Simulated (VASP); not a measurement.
# Ga (I4/mmm) in VASP: notebook

The runs below take Ga through electric field gradients, with PBEsol.

All numbers are computed with VASP 6.6.1; they aren't measurements. Logs are shortened: lines on timing, memory, paths and dates and some standing lists are left out, and cuts for length are marked.

### Step 1. The cell of the first run

It takes space group I4/mmm (No. 139, tetragonal). Conventional cell: a = 2.752 Å, b = 2.752 Å, c = 4.458 Å, α = 90.00°, β = 90.00°, γ = 90.00°. Within 3.6 Å of Ga (site symmetry 4/mmm) lie 12 Ga at 2.75 to 2.96 Å.

### Step 2. Electric field gradients, PBEsol (equal xx and yy strain of -2 %)

Input file INCAR:

```
SYSTEM = Ga
PREC     = Accurate       ! precision mode
ENCUT    = 520            ! plane-wave cutoff, eV
EDIFF    = 1E-8           ! SCF threshold, eV
ISMEAR   = -1             ! smearing method
SIGMA    = 0.03           ! smearing width, eV
LREAL    = .False.        ! projectors in reciprocal space
LASPH    = .True.         ! aspherical terms in the spheres
NELM     = 80             ! most SCF steps
ALGO     = Normal         ! electronic algorithm
ISIF     = 2              ! what is computed and relaxed
LWAVE    = .False.        ! write WAVECAR
LCHARG   = .False.        ! write CHGCAR
GGA      = PS             ! functional
LEFG     = .True.       
NBANDS   = 12             ! bands
```

Input file KPOINTS:

```
regular mesh
0
Gamma
  16 16 16
  0 0 0
```

Input file POSCAR:

```
Ga
1.0
   -1.3759200000      1.3759200000      2.2290000000
    1.3759200000     -1.3759200000      2.2290000000
    1.3759200000      1.3759200000     -2.2290000000
Ga
1
Direct
    0.0000000000      0.0000000000      0.0000000000
```

Potentials or basis: VASP PAW PBE potentials, release 64 (Ga_d).

On the command line:

```sh
> cat potpaw_PBE.64/Ga_d/POTCAR > POTCAR
> mpirun -np 1 vasp_std > vasp.out
```

OUTCAR:

```text
SYSTEM = Ga
   PREC = Accurate
   ENCUT = 520
   EDIFF = 1E-8
   ISMEAR = -1
   LREAL = .False.
   LASPH = .True.
   NELM = 80
   ISIF = 2
   GGA = PS

 ion  position               nearest neighbor table
   1  0.000  0.000  0.000-

  LATTYP: Found a body centered tetragonal cell.
 ALAT       =     2.7518400000
 C/A-ratio  =     1.6200069771

  Lattice vectors:

 A1 = (  -1.3759200000,   1.3759200000,   2.2290000000)
 A2 = (   1.3759200000,  -1.3759200000,   2.2290000000)
 A3 = (   1.3759200000,   1.3759200000,  -2.2290000000)

Analysis of symmetry for initial positions (statically):
=====================================================================
 Subroutine PRICEL returns:
 Original cell was already a primitive cell.

 Routine SETGRP: Setting up the symmetry group for a
 body centered tetragonal supercell.

 Subroutine GETGRP returns: Found 16 space group operations
 (whereof 16 operations were pure point group operations)
 out of a pool of 16 trial point group operations.

The static configuration has the point symmetry D_4h.

Analysis of symmetry for dynamics (positions and initial velocities):
=====================================================================
 Subroutine PRICEL returns:
 Original cell was already a primitive cell.

 Routine SETGRP: Setting up the symmetry group for a
 body centered tetragonal supercell.

 Subroutine GETGRP returns: Found 16 space group operations
 (whereof 16 operations were pure point group operations)
 out of a pool of 16 trial point group operations.

The dynamic configuration has the point symmetry D_4h.

 Subroutine INISYM returns: Found 16 space group operations
 (whereof 16 operations are pure point group operations),
 and found     1 'primitive' translations

----------------------------------------------------------------------------------------

                                     Primitive cell

  volume of cell :      16.8794

  direct lattice vectors                    reciprocal lattice vectors
    -1.375920000  1.375920000  2.229000000     0.000000000  0.363393221  0.224315837
     1.375920000 -1.375920000  2.229000000     0.363393221  0.000000000  0.224315837
     1.375920000  1.375920000 -2.229000000     0.363393221  0.363393221  0.000000000

  length of vectors
     2.958843134  2.958843134  2.958843134     0.427050614  0.427050614  0.513915621

  position of ions in fractional coordinates (direct lattice)
     0.000000000  0.000000000  0.000000000

  ion indices of the primitive-cell ions
   primitive index   ion index
                 1           1

----------------------------------------------------------------------------------------

 KPOINTS: regular mesh

Automatic generation of k-mesh.
 Grid dimensions read from file:
 generate k-points for:   16   16   16

 Generating k-lattice:

  Cartesian coordinates                     Fractional coordinates (reciprocal lattice)
     0.000000000  0.022712076  0.014019740     0.062500000  0.000000000  0.000000000
     0.022712076  0.000000000  0.014019740     0.000000000  0.062500000  0.000000000
     0.022712076  0.022712076  0.000000000     0.000000000  0.000000000  0.062500000

  Length of vectors
     0.026690663  0.026690663  0.032119726

  Shift w.r.t. Gamma in fractional coordinates (k-lattice)
     0.000000000  0.000000000  0.000000000

 Subroutine IBZKPT returns following result:
 ===========================================

 Found    349 irreducible k-points:

 Following reciprocal coordinates:
            Coordinates               Weight
  0.000000  0.000000  0.000000      1.000000
  0.062500  0.000000  0.000000      8.000000
  0.125000  0.000000  0.000000      8.000000
  0.187500 -0.000000  0.000000      8.000000
  0.250000  0.000000  0.000000      8.000000
  0.312500 -0.000000  0.000000      8.000000
[... 16 lines left out ...]
 -0.125000  0.062500  0.000000     16.000000
 -0.062500  0.062500  0.000000      4.000000
 [... further k-points ...]
   k-points           NKPTS =    349   k-points in BZ     NKDIM =    349   number of bands    NBANDS=     12
   number of dos      NEDOS =    301   number of ions     NIONS =      1
   total plane-waves  NPLWV =  13824
   dimension x,y,z NGX =    24 NGY =   24 NGZ =   24
   dimension x,y,z NGXF=    48 NGYF=   48 NGZF=   48
   ions per type =               1
   NGX,Y,Z   is equivalent  to a cutoff of  13.48, 13.48, 13.48 a.u.
   NGXF,Y,Z  is equivalent  to a cutoff of  26.97, 26.97, 26.97 a.u.
 SYSTEM =  Ga
   PREC   = accura    normal or accurate (medium, high low for compatibility)
   ISTART =      0    job   : 0-new  1-cont  2-samecut
   ICHARG =      2    charge: 1-file 2-atom 10-const
   ISPIN  =      1    spin polarized calculation?
   LNONCOLLINEAR =      F non collinear calculations
   LSORBIT =      F    spin-orbit coupling
   LASPH  =      T    aspherical Exc in radial PAW
   ENCUT  =  520.0 eV  38.22 Ry    6.18 a.u.   5.50  5.50  5.50*2*pi/ulx,y,z
   NELM   =     80;   NELMIN=  2; NELMDL= -5     # of ELM steps
   EDIFF  = 0.1E-07   stopping-criterion for ELM
   LREAL  =      F    real-space projection
   EDIFFG = 0.1E-06   stopping-criterion for IOM
   NSW    =      0    number of steps for IOM
   IBRION =     -1    ionic relax: 0-MD 1-quasi-New 2-CG
   NFREE  =      0    steps in history (QN), initial steepest desc. (CG)
   ISIF   =      2    stress and relaxation
   ISYM   =      2    0-nonsym 1-usesym 2-fastsym
   POTIM  = 0.5000    time-step for ionic-motion
   TEBEG  =    0.0;   TEEND  =   0.0 temperature during run
   PSTRESS=    0.0 pullay stress
   NELECT =      13.0000    total number of electrons
   NUPDOWN=      -1.0000    fix difference up-down
   EMIN   =  10.00;   EMAX   =-10.00  energy-range for DOS
   EFERMI =   0.00;   METHOD = LEGACY
   ISMEAR =    -1;   SIGMA  =   0.03  broadening in eV -4-tet -1-fermi 0-gaus
   EFERMI_NEDOS =   21; number of points for ismear=-14 and -15
   IALGO  =     38    algorithm
   IMIX   =      4    mixing-type and parameters
     AMIX     =   0.40;   BMIX     =  1.00
     AMIX_MAG =   1.60;   BMIX_MAG =  1.00
  volume/ion in A,a.u.               =      16.88       113.91
  Fermi-wavevector in a.u.,A,eV,Ry     =   1.500619  2.835759 30.638384  2.251858
  Thomas-Fermi vector in A             =   2.612096
   LORBIT       =      0    0 simple, 1 ext, 2 COOP (PROOUT), +10 PAW based schemes
   GGA     = PS    functional components
   LHFCALC =     F    Hartree Fock is set to
   AEXX    =    0.0000 exact exchange contribution
   IVDW    =     0    specifies the selected vdW correction
   LEPSILON=     F    determine dielectric tensor
   LRPA    =     F    only Hartree local field effects (RPA)
 non-spin polarized calculation
  energy-cutoff  :      520.00
  volume of cell :       16.88
 maximum number of plane-waves:       472
 NGX is ok and might be reduce to    24
   NGX = 11   NGY = 11   NGZ = 11

 number of electron      13.0000006 magnetization

 Free energy of the ion-electron system (eV)
  ---------------------------------------------------
  ext. energy  EPLUGINS =         0.00000000
  ---------------------------------------------------
  free energy    TOTEN  =        -3.32622644 eV

  energy without entropy =       -3.32509975  energy(sigma->0) =       -3.32566310

 E-fermi :   6.5019     XC(G=0): -11.7192

 val. band max:        6.4930899255   @ k =   0.2500   0.2500   0.1875
 cond. band min:       6.5030142829   @ k =  -0.3125   0.3750   0.2500
 fundamental gap:      0.0099243574
 Fermi energy:         6.5019311654

 k-point     1 :       0.0000    0.0000    0.0000
  band No.  band energies     occupation
      1      -8.5881      2.00000
      2      -8.4131      2.00000
      3      -8.4131      2.00000
      4      -8.4123      2.00000
      5      -8.2299      2.00000
      6      -5.4596      2.00000
      7      19.9776      0.00000
      8      19.9925      0.00000
      9      19.9925      0.00000
     10      23.2286      0.00000
     11      23.3519      0.00000
     12      24.0840      0.00000
[... 331 lines left out ...]
 k-point    24 :      -0.0625    0.0625    0.0000
  band No.  band energies     occupation
      1      -8.5703      2.00000
      2      -8.4230      2.00000
      3      -8.4067      2.00000
      4      -8.4057      2.00000
      5      -8.2388      2.00000
      6      -5.3012      2.00000
      7      18.7354      0.00000
      8      19.0559      0.00000
      9      19.4507      0.00000
     10      21.4842      0.00000
     11      24.5542      0.00000
     12      24.8763      0.00000

 [... further k-points ...]

------------------------ aborting loop because EDIFF is reached ----------------------------------------

  FORCE on cell =-STRESS in cart. coord.  units (eV):
  Direction    XX          YY          ZZ          XY          YZ          ZX
  --------------------------------------------------------------------------------------
  -------------------------------------------------------------------------------------
  Total        0.4600555      0.4600555      0.1953001      0.0000000      0.0000000      0.0000000
  in kB       43.6681098     43.6681098     18.5377374      0.0000000      0.0000000      0.0000000
  external PRESSURE =      35.2913190 kB  Pullay stress =       0.0000000 kB

 VOLUME and BASIS-vectors are now :
 -----------------------------------------------------------------------------
  energy-cutoff  :      520.00
  volume of cell :       16.88
      direct lattice vectors                 reciprocal lattice vectors
    -1.375920000  1.375920000  2.229000000     0.000000000  0.363393221  0.224315837
     1.375920000 -1.375920000  2.229000000     0.363393221  0.000000000  0.224315837
     1.375920000  1.375920000 -2.229000000     0.363393221  0.363393221  0.000000000

 POSITION                                       TOTAL-FORCE (eV/Angst)
 -----------------------------------------------------------------------------------
      0.00000      0.00000      0.00000        -0.000000      0.000000     -0.000000
 -----------------------------------------------------------------------------------
    total drift:                               -0.000000      0.000000      0.000000

  FREE ENERGIE OF THE ION-ELECTRON SYSTEM (eV)
  ---------------------------------------------------
  free  energy   TOTEN  =        -3.3262264442 eV

  energy  without entropy=       -3.3250997540  energy(sigma->0) =       -3.32566310

 Electric field gradients (V/A^2)
---------------------------------------------------------------------
 ion       V_xx      V_yy      V_zz      V_xy      V_xz      V_yz
---------------------------------------------------------------------
   1     -13.751   -13.751    27.502    -0.001    -0.001    -0.001
---------------------------------------------------------------------

 Electric field gradients after diagonalization (V/A^2)
 (convention: |V_zz| > |V_xx| > |V_yy|)
----------------------------------------------------------------------
 ion       V_xx      V_yy      V_zz     asymmetry (V_yy - V_xx)/ V_zz
----------------------------------------------------------------------
   1     -13.752   -13.750    27.502       0.000
----------------------------------------------------------------------

           NMR quadrupolar parameters

 Cq : quadrupolar parameter    Cq=e*Q*V_zz/h
 eta: asymmetry parameters     (V_yy - V_xx)/ V_zz
 Q  : nuclear electric quadrupole moment in mb (millibarn)
----------------------------------------------------------------------
 ion       Cq(MHz)       eta       Q (mb)
----------------------------------------------------------------------
   1       0.067       0.000       1.000
----------------------------------------------------------------------
```

It took 1.8 min on 1 thread of AMD EPYC 7R13, shared host; peak memory 0.16 GiB.

What came out:

- Free energy: -3.3262 eV
- Pressure: 3.5 GPa

Levels at points of the mesh, in eV from the Fermi level:
```tsv
k point	band 2	band 3	band 4	band 5	band 6	band 7	band 8	band 9	band 10	band 11
(0.00, 0.00, 0.00)	-14.92	-14.92	-14.91	-14.73	-11.96	13.48	13.49	13.49	16.73	16.85
(0.50, 0.00, 0.00)	-15.05	-14.90	-14.71	-14.66	-5.00	-4.52	8.68	12.61	12.77	16.08
(0.50, 0.50, 0.00)	-15.15	-14.71	-14.70	-14.57	-2.31	-1.07	4.08	5.15	8.31	8.37
(0.50, 0.50, 0.50)	-15.15	-14.67	-14.66	-14.66	-4.12	-4.03	6.98	6.98	10.20	11.26
```

Electric field gradients, principal values (V/Å²):
```tsv
atom	least	middle	greatest (by size)
1 Ga	-13.750	-13.752	27.502
```

Caveat: the cell differs from its parent crystal (equal xx and yy strain of -2 %); without QUAD_EFG the Cq values of the log hold for a quadrupole moment of 1 mb, not for the nuclei; the PAW data sets were made with another functional, which shifts forces and pressure a little.

(Continued in part 2 of 2.)
